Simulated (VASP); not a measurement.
Set up this calculation in VASP 6.6.1, as the native input.

```yaml
Task: single point
Functional: r2SCAN
Potentials_or_basis: VASP PAW PBE potentials, release 64 (Zn, S)
Cutoff: 520 eV
k_mesh: 6 × 6 × 4
Occupations: gaussian, width 0.01 eV
Spin: no spin polarisation
Dipole_correction: no
Further_INCAR_settings: ALGO = Normal; EDIFF = 1e-06; NBANDS = 26
```

Crystal: ZnS.

```
CELL_PARAMETERS angstrom
3.67322 0.00000 0.00000
-1.83661 3.18110 0.00000
0.00000 0.00000 6.05380
ATOMIC_POSITIONS crystal
Zn 0.33333 0.66667 0.00616
Zn 0.66667 0.33333 0.50616
S 0.33333 0.66667 0.37884
S 0.66667 0.33333 0.87884
```

One way to write it, as run:

POSCAR

```
ZnS
1.0
    3.6732154085      0.0000000000      0.0000000000
   -1.8366077042      3.1810978573      0.0000000000
    0.0000000000      0.0000000000      6.0537962746
Zn S
2 2
Direct
    0.3333333333      0.6666666667      0.0061623292
    0.6666666667      0.3333333333      0.5061623292
    0.3333333333      0.6666666667      0.3788376708
    0.6666666667      0.3333333333      0.8788376708
```

INCAR.step1

```
SYSTEM = ZnS
ALGO     = Normal         ! electronic algorithm
EDIFF    = 1E-4           ! SCF threshold, eV
ENCUT    = 520            ! plane-wave cutoff, eV
GGA      = PE             ! functional
ISMEAR   = 0              ! smearing method
LASPH    = .TRUE.         ! aspherical terms in the spheres
LCHARG   = .FALSE.        ! write CHGCAR
LREAL    = .FALSE.        ! projectors in reciprocal space
LWAVE    = .TRUE.         ! write WAVECAR
NBANDS   = 26             ! bands
NELM     = 100            ! most SCF steps
PREC     = Accurate       ! precision mode
SIGMA    = 0.01           ! smearing width, eV
```

INCAR.step2

```
SYSTEM = ZnS
ALGO     = Normal         ! electronic algorithm
EDIFF    = 1E-6           ! SCF threshold, eV
ENCUT    = 520            ! plane-wave cutoff, eV
ISIF     = 2              ! what is computed and relaxed
ISMEAR   = 0              ! smearing method
ISTART   = 1            
LASPH    = .TRUE.         ! aspherical terms in the spheres
LCHARG   = .TRUE.         ! write CHGCAR
LELF     = .TRUE.         ! ELF
LMIXTAU  = .TRUE.       
LREAL    = .FALSE.        ! projectors in reciprocal space
LVHAR    = .TRUE.       
LWAVE    = .FALSE.        ! write WAVECAR
METAGGA  = R2SCAN         ! meta-GGA
NBANDS   = 26             ! bands
NELM     = 100            ! most SCF steps
PREC     = Accurate       ! precision mode
SIGMA    = 0.01           ! smearing width, eV
```

KPOINTS

```
k-points
0
G
  6 6 4
  0 0 0
```

Potentials or basis: VASP PAW PBE potentials, release 64 (Zn, S).

Command:

```sh
$ cat potpaw_PBE.64/Zn/POTCAR potpaw_PBE.64/S/POTCAR > POTCAR
$ cp INCAR.step1 INCAR
$ mpirun -np 1 vasp_std > vasp.out
$ cp INCAR.step2 INCAR
$ mpirun -np 1 vasp_std > vasp.out
```

Results of the run:

```json
{"Pressure": "10.0 GPa", "Largest force": "0.008 eV/Å", "Band gap on the k mesh": "3.27 eV, direct"}
```

Caveat: the PAW data sets were made with another functional, which shifts forces and pressure a little.

Wall time 2.1 min on 1 thread of Intel(R) Xeon(R) Platinum 8488C (Sapphire Rapids), on a shared host, peak memory 0.21 GiB.
